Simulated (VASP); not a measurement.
Set up this calculation in VASP 6.6.1, as the native input.

* Task: single point
* Functional: PBE
* Potentials or basis: VASP PAW PBE potentials, release 64 (Ta_pv)
* Cutoff: 520 eV
* k mesh: 12 × 12 × 12
* Occupations: fermi-dirac, width 0.15 eV
* Spin: no spin polarisation
* Dipole correction: no
* Further INCAR settings: ALGO = Normal; EDIFF = 1e-06; NBANDS = 12

The structure of Ta lies in POSCAR:

```
Ta
1.0
   -1.6512800000      1.6512800000      1.6512800000
    1.6512800000     -1.6512800000      1.6512800000
    1.6512800000      1.6512800000     -1.6512800000
Ta
1
Direct
    0.0000000000      0.0000000000      0.0000000000
```

One way to write it, as run:

INCAR

```
SYSTEM = Ta
PREC     = Accurate       ! precision mode
ENCUT    = 520            ! plane-wave cutoff, eV
EDIFF    = 1E-6           ! SCF threshold, eV
ISMEAR   = -1             ! smearing method
SIGMA    = 0.15           ! smearing width, eV
LREAL    = .FALSE.        ! projectors in reciprocal space
LASPH    = .TRUE.         ! aspherical terms in the spheres
NELM     = 80             ! most SCF steps
ALGO     = Normal         ! electronic algorithm
ISIF     = 2              ! what is computed and relaxed
LWAVE    = .FALSE.        ! write WAVECAR
LCHARG   = .FALSE.        ! write CHGCAR
GGA      = PE             ! functional
NBANDS   = 12             ! bands
```

KPOINTS

```
regular mesh
0
G
  12 12 12
  0 0 0
```

Potentials or basis: VASP PAW PBE potentials, release 64 (Ta_pv).

Command:

```sh
$ cat potpaw_PBE.64/Ta_pv/POTCAR > POTCAR
$ mpirun -np 1 vasp_std > vasp.out
```

Results of the run:

* Pressure: 3.5 GPa

It took 6.4 s on 1 thread of Intel(R) Xeon(R) Platinum 8375C CPU @ 2.90GHz (Ice Lake) (shared host), peak memory 0.15 GiB.
